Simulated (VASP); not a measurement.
# Si2W (I4/mmm) in VASP: a series of runs, part 2 of 2

VASP 6.6.1.

## (3) Vibrations by perturbation theory, PBEsol

File INCAR:

```
SYSTEM = Si2W
PREC     = Accurate       ! precision mode
ENCUT    = 520            ! plane-wave cutoff, eV
EDIFF    = 1E-8           ! SCF threshold, eV
ISMEAR   = -1             ! smearing method
SIGMA    = 0.05           ! smearing width, eV
LREAL    = .FALSE.        ! projectors in reciprocal space
LASPH    = .TRUE.         ! aspherical terms in the spheres
NELM     = 100            ! most SCF steps
ALGO     = Normal         ! electronic algorithm
ISIF     = 2              ! what is computed and relaxed
LWAVE    = .FALSE.        ! write WAVECAR
LCHARG   = .FALSE.        ! write CHGCAR
GGA      = PS             ! functional
NBANDS   = 18             ! bands
IBRION   = 8              ! ionic algorithm
NSW      = 1              ! ionic steps
```

File KPOINTS:

```
Automatic mesh
0
G
  12 12 12
  0 0 0
```

File POSCAR:

```
Si2W
1.0
   -1.6069000000      1.6069000000      3.9149500000
    1.6069000000     -1.6069000000      3.9149500000
    1.6069000000      1.6069000000     -3.9149500000
W Si
1 2
Direct
    0.0000000000      0.0000000000      0.0000000000
    0.6653000000      0.6653000000      0.0000000000
    0.3347000000      0.3347000000      0.0000000000
```

Potentials or basis: VASP PAW PBE potentials, release 64 (W_sv, Si).

Started as:

```console
> cat potpaw_PBE.64/W_sv/POTCAR potpaw_PBE.64/Si/POTCAR > POTCAR
> mpirun -np 1 vasp_std > vasp.out
```

OUTCAR:

```text
SYSTEM = Si2W
   PREC = Accurate
   ENCUT = 520
   EDIFF = 1E-8
   ISMEAR = -1
   LREAL = .FALSE.
   LASPH = .TRUE.
   NELM = 100
   ISIF = 2
   GGA = PS
   IBRION = 8
   NSW = 1

 ion  position               nearest neighbor table
   1  0.000  0.000  0.000-   2 2.62   2 2.62   2 2.62   3 2.62   2 2.62   3 2.62   3 2.62   3 2.62
                             2 2.62   3 2.62
   2  0.665  0.665  0.000-   3 2.59   1 2.62   1 2.62   1 2.62   1 2.62   1 2.62   3 2.63   3 2.63
                             3 2.63   3 2.63
   3  0.335  0.335  0.000-   2 2.59   1 2.62   1 2.62   1 2.62   1 2.62   1 2.62   2 2.63   2 2.63
                             2 2.63   2 2.63

  LATTYP: Found a body centered tetragonal cell.
 ALAT       =     3.2138000000
 C/A-ratio  =     2.4363370465

  Lattice vectors:

 A1 = (  -1.6069000000,   1.6069000000,   3.9149500000)
 A2 = (   1.6069000000,  -1.6069000000,   3.9149500000)
 A3 = (   1.6069000000,   1.6069000000,  -3.9149500000)

Analysis of symmetry for initial positions (statically):
=====================================================================
 Subroutine PRICEL returns:
 Original cell was already a primitive cell.

 Routine SETGRP: Setting up the symmetry group for a
 body centered tetragonal supercell.

 Subroutine GETGRP returns: Found 16 space group operations
 (whereof 16 operations were pure point group operations)
 out of a pool of 16 trial point group operations.

The static configuration has the point symmetry D_4h.

Analysis of symmetry for dynamics (positions and initial velocities):
=====================================================================
 Subroutine PRICEL returns:
 Original cell was already a primitive cell.

 Routine SETGRP: Setting up the symmetry group for a
 body centered tetragonal supercell.

 Subroutine GETGRP returns: Found 16 space group operations
 (whereof 16 operations were pure point group operations)
 out of a pool of 16 trial point group operations.

The dynamic configuration has the point symmetry D_4h.

 Subroutine INISYM returns: Found 16 space group operations
 (whereof 16 operations are pure point group operations),
 and found     1 'primitive' translations

----------------------------------------------------------------------------------------

                                     Primitive cell

[... 155 lines left out ...]
      5      -2.2099      2.00000
      6       4.9970      2.00000
[... 481 lines left out ...]
      5       0.8771      2.00000
      6       3.5572      2.00000
[... 10 lines left out ...]
     17      18.9405      0.00000
     18      20.2265      0.00000

 [... further k-points ...]

------------------------ aborting loop because EDIFF is reached ----------------------------------------

  FORCE on cell =-STRESS in cart. coord.  units (eV):
  Direction    XX          YY          ZZ          XY          YZ          ZX
  --------------------------------------------------------------------------------------
  -------------------------------------------------------------------------------------
  Total       -0.4588879     -0.4588879     -0.3202603      0.0000000     -0.0000000      0.0000000
  in kB      -18.1824867    -18.1824867    -12.6896550      0.0000000     -0.0000000      0.0000000
  external PRESSURE =     -16.3515428 kB  Pullay stress =       0.0000000 kB

 VOLUME and BASIS-vectors are now :
 -----------------------------------------------------------------------------
  energy-cutoff  :      520.00
  volume of cell :       40.44
      direct lattice vectors                 reciprocal lattice vectors
    -1.606900000  1.606900000  3.914950000     0.000000000  0.311158131  0.127715552
     1.606900000 -1.606900000  3.914950000     0.311158131  0.000000000  0.127715552
     1.606900000  1.606900000 -3.914950000     0.311158131  0.311158131  0.000000000

 POSITION                                       TOTAL-FORCE (eV/Angst)
 -----------------------------------------------------------------------------------
      0.00000      0.00000      0.00000        -0.000000     -0.000000     -0.000000
      0.00000      0.00000      5.20923        -0.000000     -0.000000      0.026774
      0.00000      0.00000      2.62067         0.000000      0.000000     -0.026774
 -----------------------------------------------------------------------------------
    total drift:                               -0.000000     -0.000000      0.000000

  FREE ENERGIE OF THE ION-ELECTRON SYSTEM (eV)
  ---------------------------------------------------
  free  energy   TOTEN  =       -26.6392273492 eV

  energy  without entropy=      -26.6372867395  energy(sigma->0) =      -26.63825704

[... ionic steps 2 to 3 ...]

--------------------------------------- Ionic step        4  -------------------------------------------

------------------------ aborting loop because EDIFF is reached ----------------------------------------
[... 11 lines left out ...]
[... ionic steps 8 to 8 ...]

--------------------------------------- Ionic step        9  -------------------------------------------

 Free energy of the ion-electron system (eV)
  ---------------------------------------------------
  ---------------------------------------------------
  free energy    TOTEN  =        -0.02253417 eV

  energy without entropy =       -0.02253698

------------------------ aborting loop because EDIFF is reached ----------------------------------------

 INTERNAL STRAIN TENSOR  FOR ION    2  DIRECTION 3   (eV/Angst):
 -----------------------------------------------------------------------------
    -2.34885  0.00000  0.00000
     0.00000 -2.34885  0.00000
     0.00000 -0.00000 -3.26522

 INTERNAL STRAIN TENSOR FOR ION    3 for displacements in x,y,z  (eV/Angst):
          X           Y           Z          XY          YZ          ZX
  --------------------------------------------------------------------------------
  x     0.00000     0.00000     0.00000     0.00000     0.00000     1.00122
  y     0.00000     0.00000     0.00000     0.00000     1.80508     0.00000
  z     2.34885     2.34885     3.26522     0.00000     0.00000     0.00000

 SECOND DERIVATIVES (NOT SYMMETRIZED)
 ------------------------------------
               1X          1Y          1Z          2X          2Y          2Z          3X          3Y          3Z
  1X   -10.580819    0.000000    0.000000    5.290410    0.000000    0.000000    5.290410    0.000000    0.000000
  1Y     0.000000  -10.580819    0.000000    0.000000    5.290410    0.000000    0.000000    5.290410    0.000000
  1Z     0.000000   -0.000000  -14.380995   -0.000000   -0.000000    7.190497    0.000000    0.000000    7.190497
  2X     5.289947    0.000000    0.000000   -8.469634    0.000000    0.000000    3.179687    0.000000    0.000000
  2Y     0.000000    5.289947    0.000000    0.000000   -8.469634    0.000000    0.000000    3.179687    0.000000
  2Z     0.000000    0.000000    7.191676    0.000000   -0.000000  -13.890513    0.000000    0.000000    6.698837
  3X     5.289947    0.000000    0.000000    3.179687    0.000000    0.000000   -8.469634    0.000000    0.000000
  3Y     0.000000    5.289947    0.000000    0.000000    3.179687    0.000000    0.000000   -8.469634    0.000000
  3Z     0.000000    0.000000    7.191676    0.000000    0.000000    6.698837    0.000000   -0.000000  -13.890513

 Eigenvectors and eigenvalues of the dynamical matrix
 ----------------------------------------------------

   1 f  =   13.385507 THz    84.103621 2PiTHz  446.492455 cm-1    55.357984 meV
             X         Y         Z           dx          dy          dz
      0.000000  0.000000  0.000000     0.000000   -0.000000   -0.000000
      0.000000  0.000000  5.209232     0.000000   -0.000000   -0.707107
      0.000000  0.000000  2.620668    -0.000000    0.000000    0.707107
[... 43 lines left out ...]
   9 f/i=    0.000314 THz     0.001971 2PiTHz    0.010463 cm-1     0.001297 meV
             X         Y         Z           dx          dy          dz
      0.000000  0.000000  0.000000    -0.000000   -0.000000   -0.875218
      0.000000  0.000000  5.209232    -0.000000   -0.000000   -0.342047
      0.000000  0.000000  2.620668    -0.000000   -0.000000   -0.342047

--------------------------------------------------------------------------------------------------------

 ELASTIC MODULI CONTR FROM IONIC RELAXATION (kBar)
 Direction    XX          YY          ZZ          XY          YZ          ZX
 --------------------------------------------------------------------------------
 XX         -21.2347    -21.2347    -29.5190      0.0000      0.0000      0.0000
 YY         -21.2347    -21.2347    -29.5190      0.0000      0.0000      0.0000
 ZZ         -29.5190    -29.5190    -41.0353      0.0000      0.0000      0.0000
 XY           0.0000      0.0000      0.0000      0.0000      0.0000      0.0000
 YZ           0.0000      0.0000      0.0000      0.0000    -22.1651     -0.0000
 ZX           0.0000      0.0000      0.0000      0.0000     -0.0000     -6.8192
 --------------------------------------------------------------------------------
```

It took 13 min on 1 thread of Intel Xeon 6975P-C (Granite Rapids), shared host; peak memory 1 GiB.

What came out:

* Highest phonon frequency at Γ, LO-TO splitting left out: 446 cm⁻¹

Phonon frequencies in cm⁻¹ (negative: imaginary):
```csv
q point,frequencies
"(0.000, 0.000, 0.000)",0 0 0 259 259 302 336 336 446
```

Caveat: the cell wasn't relaxed at this level first, which shifts response properties; the PAW data sets were made with another functional, which shifts forces and pressure a little; spin-orbit coupling is left out, which moves the levels of the heavy elements.

## (4) Density of states, revPBE

POSCAR is that of step 3.

File INCAR.step1:

```
ALGO = Normal
EDIFF = 1E-6
ENCUT = 520
GGA = RE
ISIF = 2
ISMEAR = -1
LASPH = True
LCHARG = True
LMAXMIX = 4
LREAL = False
LWAVE = False
NBANDS = 18
NELM = 80
PREC = Accurate
SIGMA = 0.05
```

File KPOINTS.step1:

```
k-points
0
Gamma
  7 7 7
```

File INCAR.step2:

```
ALGO = Normal
EDIFF = 1E-6
ENCUT = 520
GGA = RE
ICHARG = 11
ISIF = 2
ISMEAR = -5
LASPH = True
LCHARG = False
LMAXMIX = 4
LORBIT = 11
LREAL = False
LWAVE = False
NEDOS = 1001
NELM = 80
PREC = Accurate
SIGMA = 0.05
```

File KPOINTS.step2:

```
k-points
0
Gamma
  11 11 11
```

Started as:

```console
> cat potpaw_PBE.64/W_sv/POTCAR potpaw_PBE.64/Si/POTCAR > POTCAR
> cp INCAR.step1 INCAR
> cp KPOINTS.step1 KPOINTS
> mpirun -np 1 vasp_std > vasp.out
> cp INCAR.step2 INCAR
> cp KPOINTS.step2 KPOINTS
> mpirun -np 1 vasp_std > vasp.out
```

It took 2.1 min on 1 thread of Intel Xeon 8259CL, shared host; peak memory 0.25 GiB.

The run converged. Its results:

* Valence electrons inside the program's atomic spheres: W 12.21; Si 1.63

Levels at points of the mesh, in eV from the Fermi level:
| k point | band 7 | band 8 | band 9 | band 10 | band 11 | band 12 | band 13 | band 14 | band 15 |
| --- | --- | --- | --- | --- | --- | --- | --- | --- | --- |
| (0.00, 0.00, 0.00) | -3.71 | -3.30 | -2.83 | -2.83 | 0.63 | 2.78 | 2.90 | 3.08 | 3.08 |

Caveat: the k points lie up to 0.39 Å⁻¹ apart; the PAW data sets were made with another functional, which shifts forces and pressure a little; spin-orbit coupling is left out, which moves the levels of the heavy elements; tetrahedron occupations give inexact forces and stress in metals.

## (5) Vibrations by perturbation theory, PBEsol

File INCAR:

```
SYSTEM = Si2W
ALGO = Normal
EDIFF = 1E-8
ENCUT = 520
GGA = PS
IBRION = 8
ISIF = 2
ISMEAR = -1
LASPH = .True.
LCHARG = .True.
LREAL = .False.
LWAVE = .False.
NBANDS = 18
NELM = 80
NSW = 1
PREC = Accurate
SIGMA = 0.05
```

File KPOINTS:

```
k-points
0
Gamma
  10 10 10
  0 0 0
```

POSCAR is that of step 4.

Potentials or basis: VASP PAW PBE potentials, release 64 (W_sv, Si).

Started as:

```console
> cat potpaw_PBE.64/W_sv/POTCAR potpaw_PBE.64/Si/POTCAR > POTCAR
> mpirun -np 1 vasp_std > vasp.out
```

OUTCAR:

```text
SYSTEM = Si2W
   EDIFF = 1E-8
   ENCUT = 520
   GGA = PS
   IBRION = 8
   ISIF = 2
   ISMEAR = -1
   LASPH = .True.
   LREAL = .False.
   NELM = 80
   NSW = 1
   PREC = Accurate

 ion  position               nearest neighbor table
   1  0.000  0.000  0.000-   2 2.62   2 2.62   2 2.62   3 2.62   2 2.62   3 2.62   3 2.62   3 2.62
                             2 2.62   3 2.62
   2  0.665  0.665  0.000-   3 2.59   1 2.62   1 2.62   1 2.62   1 2.62   1 2.62   3 2.63   3 2.63
                             3 2.63   3 2.63
   3  0.335  0.335  0.000-   2 2.59   1 2.62   1 2.62   1 2.62   1 2.62   1 2.62   2 2.63   2 2.63
                             2 2.63   2 2.63

  LATTYP: Found a body centered tetragonal cell.
 ALAT       =     3.2138000000
 C/A-ratio  =     2.4363370465

  Lattice vectors:

 A1 = (  -1.6069000000,   1.6069000000,   3.9149500000)
 A2 = (   1.6069000000,  -1.6069000000,   3.9149500000)
 A3 = (   1.6069000000,   1.6069000000,  -3.9149500000)

Analysis of symmetry for initial positions (statically):
=====================================================================
 Subroutine PRICEL returns:
 Original cell was already a primitive cell.

 Routine SETGRP: Setting up the symmetry group for a
 body centered tetragonal supercell.

 Subroutine GETGRP returns: Found 16 space group operations
 (whereof 16 operations were pure point group operations)
 out of a pool of 16 trial point group operations.

The static configuration has the point symmetry D_4h.

[... 709 lines left out ...]

[... ionic steps 2 to 3 ...]

--------------------------------------- Ionic step        4  -------------------------------------------

------------------------ aborting loop because EDIFF is reached ----------------------------------------
[... 11 lines left out ...]
[... ionic steps 8 to 8 ...]

--------------------------------------- Ionic step        9  -------------------------------------------

 Free energy of the ion-electron system (eV)
  ---------------------------------------------------
  ---------------------------------------------------
  free energy    TOTEN  =        -0.02259246 eV

  energy without entropy =       -0.02258324

------------------------ aborting loop because EDIFF is reached ----------------------------------------

 INTERNAL STRAIN TENSOR  FOR ION    2  DIRECTION 3   (eV/Angst):
 -----------------------------------------------------------------------------
    -2.75903  0.00000  0.00000
     0.00000 -2.75903  0.00000
     0.00000  0.00000 -2.61859

 INTERNAL STRAIN TENSOR FOR ION    3 for displacements in x,y,z  (eV/Angst):
          X           Y           Z          XY          YZ          ZX
  --------------------------------------------------------------------------------
  x     0.00000     0.00000     0.00000     0.00000     0.00000     0.94882
  y     0.00000     0.00000     0.00000     0.00000     1.73037     0.00000
  z     2.75903     2.75903     2.61859     0.00000     0.00000     0.00000

 SECOND DERIVATIVES (NOT SYMMETRIZED)
 ------------------------------------
               1X          1Y          1Z          2X          2Y          2Z          3X          3Y          3Z
  1X   -10.518500    0.000000    0.000000    5.259250    0.000000    0.000000    5.259250    0.000000    0.000000
  1Y     0.000000  -10.518500    0.000000    0.000000    5.259250    0.000000    0.000000    5.259250    0.000000
  1Z     0.000000    0.000000  -14.298159    0.000000   -0.000000    7.149079    0.000000   -0.000000    7.149079
  2X     5.260351    0.000000    0.000000   -8.417366    0.000000    0.000000    3.157014    0.000000    0.000000
  2Y     0.000000    5.260351    0.000000    0.000000   -8.417366    0.000000    0.000000    3.157014    0.000000
  2Z     0.000000   -0.000000    7.150728    0.000000    0.000000  -13.333575    0.000000    0.000000    6.182847
  3X     5.260351    0.000000    0.000000    3.157014    0.000000    0.000000   -8.417366    0.000000    0.000000
  3Y     0.000000    5.260351    0.000000    0.000000    3.157014    0.000000    0.000000   -8.417366    0.000000
  3Z     0.000000   -0.000000    7.150728    0.000000    0.000000    6.182847    0.000000    0.000000  -13.333575

 Eigenvectors and eigenvalues of the dynamical matrix
 ----------------------------------------------------

   1 f  =   13.032076 THz    81.882949 2PiTHz  434.703266 cm-1    53.896312 meV
             X         Y         Z           dx          dy          dz
      0.000000  0.000000  0.000000    -0.000000   -0.000000   -0.000000
      0.000000  0.000000  5.209232    -0.000000   -0.000000    0.707107
      0.000000  0.000000  2.620668     0.000000    0.000000   -0.707107
[... 43 lines left out ...]
   9 f/i=    0.000440 THz     0.002765 2PiTHz    0.014679 cm-1     0.001820 meV
             X         Y         Z           dx          dy          dz
      0.000000  0.000000  0.000000    -0.000000    0.000000   -0.875225
      0.000000  0.000000  5.209232    -0.000000    0.000000   -0.342039
      0.000000  0.000000  2.620668    -0.000000    0.000000   -0.342039

--------------------------------------------------------------------------------------------------------

 ELASTIC MODULI CONTR FROM IONIC RELAXATION (kBar)
 Direction    XX          YY          ZZ          XY          YZ          ZX
 --------------------------------------------------------------------------------
 XX         -30.9093    -30.9093    -29.3359      0.0000      0.0000     -0.0000
 YY         -30.9093    -30.9093    -29.3359      0.0000      0.0000     -0.0000
 ZZ         -29.3359    -29.3359    -27.8426      0.0000      0.0000     -0.0000
 XY           0.0000      0.0000      0.0000      0.0000      0.0000      0.0000
 YZ           0.0000      0.0000      0.0000      0.0000    -20.5003      0.0000
 ZX          -0.0000     -0.0000     -0.0000      0.0000      0.0000     -6.1637
 --------------------------------------------------------------------------------
```

It took 21 min on 1 thread of Intel Xeon Platinum 8124M at 3.00GHz (Skylake/Cascade Lake), shared host; peak memory 0.69 GiB.

Results:

- Highest phonon frequency at Γ, LO-TO splitting left out: 435 cm⁻¹

Phonon frequencies in cm⁻¹ (negative: imaginary):
```
              q point                    frequencies
(0.000, 0.000, 0.000)  0 0 0 258 258 301 335 335 435
```

Caveat: the cell wasn't relaxed at this level first, which shifts response properties; the PAW data sets were made with another functional, which shifts forces and pressure a little; spin-orbit coupling is left out, which moves the levels of the heavy elements.
